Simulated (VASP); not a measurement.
Runs of VASP 6.6.1 on MnO. The structure is that of space group P6_3mc (No. 186), or close to it. The cells are those of the table. 

```tsv
cell	gap on the mesh (eV)	pressure (GPa)	moment (μB)	largest force (eV/Å)
a = 3.438, b = 3.438, c = 5.491 Å, angles 90.0, 90.0, 120.0°, 4 atoms	none	-10.2	9.97	0.43
a = 3.394, b = 3.394, c = 5.421 Å, angles 90.0, 90.0, 120.0°, 4 atoms	none	(a)	9.87	(b)
a = 3.416, b = 3.416, c = 5.456 Å, angles 90.0, 90.0, 120.0°, 4 atoms	none	-8.6	9.93	0.47
a = 3.326, b = 3.326, c = 5.313 Å, angles 90.0, 90.0, 120.0°, 4 atoms	none	(c)	9.45	0.62
a = 3.349, b = 3.349, c = 5.349 Å, angles 90.0, 90.0, 120.0°, 4 atoms	none	-3.8	9.64	0.60
```

Alike in all rows: task single point; level LDA; potentials or basis VASP PAW LDA potentials, release 64 (Mn_pv, O); spin collinear, ferromagnetic start; k mesh 9 × 9 × 5; cutoff (eV) 520; smearing fermi-dirac 0.05 eV.

**Question.** Estimate the missing entries.

**Answer.** (a) -6.9; (b) 0.51; (c) -2.4.

Caveats: semilocal functionals often make such compounds metallic where correlation or magnetic order opens a gap, which also shifts bond lengths; only a ferromagnetic start was run, and an antiferromagnetic order may lie lower in energy.

A gap of «none» marks levels without a gap at the run's occupations.
